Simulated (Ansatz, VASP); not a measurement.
This is a calculation of Nb for VASP 6.6.1.

File INCAR:

```
PREC = Accurate
ENCUT = 500
EDIFF = 1E-7
ISMEAR = -1
SIGMA = 0.05
LREAL = F
LASPH = T
NELM = 120
ALGO = Normal
ISIF = 3
LWAVE = F
LCHARG = F
GGA = RP
IVDW = 12
IBRION = 2
NSW = 80
EDIFFG = -0.005
GGA_COMPAT = F
NELMIN = 4
```

File KPOINTS:

```
regular mesh
0
Gamma
  11 11 11
```

File POSCAR:

```
Nb
1.0
   -1.6639500000      1.6639500000      1.6639500000
    1.6639500000     -1.6639500000      1.6639500000
    1.6639500000      1.6639500000     -1.6639500000
Nb
1
Direct
    0.0000000000      0.0000000000      0.0000000000
```

Potentials or basis: VASP PAW PBE potentials, release 64 (Nb_sv).

Run with:

```sh
$ cat potpaw_PBE.64/Nb_sv/POTCAR > POTCAR
$ mpirun -np 1 vasp_std > vasp.out
```

Q: Translate it to Ansatz 0.2.0. Potentials there: all-electron LAPW, scalar-relativistic.

A: As run (the cutoff follows the program's own potentials):

input.yaml

```yaml
crystal:
  lattice:
    - [-1.66395, 1.66395, 1.66395]
    - [1.66395, -1.66395, 1.66395]
    - [1.66395, 1.66395, -1.66395]
  atoms:
    - { symbol: Nb, position: [0.0, 0.0, 0.0] }
kpoints:
  mp_grid: { grid: [11, 11, 11] }
scf:
  occupations: { method: fermi_dirac, width: 0.05 }
hamiltonian:
  xc: rpbe
  dispersion: d3bj
  pseudopotentials: { kind: all_electron, lapw: { basis_error: 0.001 } }
output:
  forces: true
  stress: true
relax:
  f_tol: 0.005
  max_steps: 60
  cell: {}
```

Potentials or basis: all-electron LAPW, scalar-relativistic.

Launch:

```sh
$ ansatz run input.yaml --threads 1 --pin off --max-ram 3072MiB --backend cpu --events-out ev --progress --plain --runs-dir out
```

Both were run:

|  | VASP | Ansatz | Ansatz less VASP |
| --- | --- | --- | --- |
| relaxed volume (Å³/atom) | 14.20 | 14.21 | +0.016 |
| relaxed cell length with the largest relative difference (Å) | 2.642 | 2.643 | +0.0010 |

VASP's potentials were made for PBE, not for RPBE. Ansatz ran all-electron here, and VASP with PAW potentials.

Noted on VASP's run: the volume moved by over 15 % at a fixed basis, so the end points are rough. Noted on Ansatz's run: the volume moved by over 15 % at a fixed basis, so the end points are rough.
